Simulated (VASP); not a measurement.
Pb:

```xyz
1
Lattice="0.0000 2.4914 2.4914 2.4914 0.0000 2.4914 2.4914 2.4914 0.0000" Properties=species:S:1:pos:R:3 pbc="T T T"
Pb    0.0000    0.0000    0.0000
```

Base run:

```yaml
Program: VASP 6.6.1
Functional: PBE
Dispersion: D3(BJ)
Potentials_or_basis: VASP PAW PBE potentials, release 64 (Pb_d)
Cutoff: 520 eV
k_mesh: 9 × 9 × 9
Occupations: fermi-dirac, width 0.05 eV
Spin: no spin polarisation
```

Its results: band gap on the k mesh zero (band 7 reaches 14.32 eV, above the bottom of band 8 at 5.56 eV); pressure -0.9 GPa.

Problem. After a change of settings the same cell gave: band gap on the k mesh zero (band 7 reaches 14.48 eV, above the bottom of band 8 at 5.69 eV); pressure -17.1 GPa. Which change was it?
A. dispersion from D3(BJ) to D4
B. functional from PBE to RPBE
C. functional from PBE to revPBE; further incar settings from ALGO = Normal; EDIFF = 1e-06; NBANDS = 13 to ALGO = Fast; EDIFF = 1e-06; NBANDS = 13
D. functional from PBE to r2SCAN; dispersion from D3(BJ) to rVV10

Solution. B.

Caveats: spin-orbit coupling is left out, which moves the levels of the heavy elements; pairwise dispersion overbinds metals, which lowers pressure and volume; the PAW data sets were made with another functional, which shifts forces and pressure a little (some runs).
